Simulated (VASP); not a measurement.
Input of a VASP 6.6.1 run:

POSCAR

```
Al
1.0
    4.4916000000      0.0000000000      0.0000000000
   -2.2458000000      3.8898400000      0.0000000000
    0.0000000000      0.0000000000      2.7226000000
Al
2
Direct
    0.3333300000      0.6666700000      0.0000000000
    0.6666700000      0.3333300000      0.0000000000
```

The input INCAR.step1:

```
SYSTEM = Al
PREC = Accurate
ENCUT = 520
EDIFF = 1E-5
ISMEAR = -1
SIGMA = 0.05
LREAL = .False.
LASPH = .True.
NELM = 100
ALGO = Normal
ISIF = 2
LWAVE = .True.
LCHARG = .False.
GGA = PE
NBANDS = 10
```

File INCAR.step2:

```
SYSTEM = Al
PREC = Accurate
ENCUT = 520
EDIFF = 1E-7
ISMEAR = -1
SIGMA = 0.05
LREAL = .False.
LASPH = .True.
NELM = 100
ALGO = Normal
ISIF = 2
LWAVE = .False.
LCHARG = .False.
METAGGA = R2SCAN
LHFCALC = .True.
AEXX = 0.5
LMIXTAU = .True.
PRECFOCK = Normal
ISTART = 1
NBANDS = 10
```

Contents of KPOINTS:

```
regular mesh
0
Gamma
  4 4 5
  0 0 0
```

Potentials or basis: VASP PAW PBE potentials, release 64 (Al).

Launch:

```sh
$ cat potpaw_PBE.64/Al/POTCAR > POTCAR
$ cp INCAR.step1 INCAR
$ mpirun -np 1 vasp_std > vasp.out
$ cp INCAR.step2 INCAR
$ mpirun -np 1 vasp_std > vasp.out
```

Estimate the largest force.

0.019 eV/Å.

Estimate the band gap on the k mesh.

zero (bands 3 and 4 overlap by 3.66 eV).

Estimate the pressure.

1.1 GPa.

Forces in eV/Å, atoms in the order of the input:
```
Al  -0.017  0.010  0.000
Al   0.017 -0.010  0.000
```

Caveat: the k points lie up to 0.46 Å⁻¹ apart, too coarse for converged energies and pressures of a metal; the PAW data sets were made with another functional, which shifts forces and pressure a little.
